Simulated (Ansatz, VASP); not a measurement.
**As in VASP and in Ansatz**

```xyz
2
Lattice="1.8735 1.0816 3.4741 -1.8735 1.0816 3.4741 0.0000 -2.1633 3.4741" Properties=species:S:1:pos:R:3 pbc="T T T"
As    0.0000    0.0000    2.3715
As    0.0000    0.0000    8.0508
```

Change from the starting cell: volume scaled by 0.99.

Alike in both runs: task single point; functional LDA; k mesh 13 × 13 × 13; occupations fermi-dirac, width 0.05 eV; no spin polarisation.

```csv
,VASP,Ansatz
version,VASP 6.6.1,Ansatz 0.2.0
potentials or method,"VASP PAW LDA potentials, release 64 (As), cutoff 520 eV","all-electron LAPW, scalar-relativistic"
```

```tsv
	VASP	Ansatz	Ansatz less VASP
pressure (GPa)	-0.3	-0.7	-0.42
traceless stress, the component that is largest in VASP (GPa)	-0.90	-0.77	+0.131
rms of the force components (eV/Å)	0.119	0.078	-0.0419
```

LDA's correlation is that of Perdew and Zunger in VASP and of Perdew and Wang (1992) in Ansatz. Atom by atom the forces differ by 0.042 eV/Å (rms over components). Ansatz ran all-electron here, and VASP with PAW potentials.
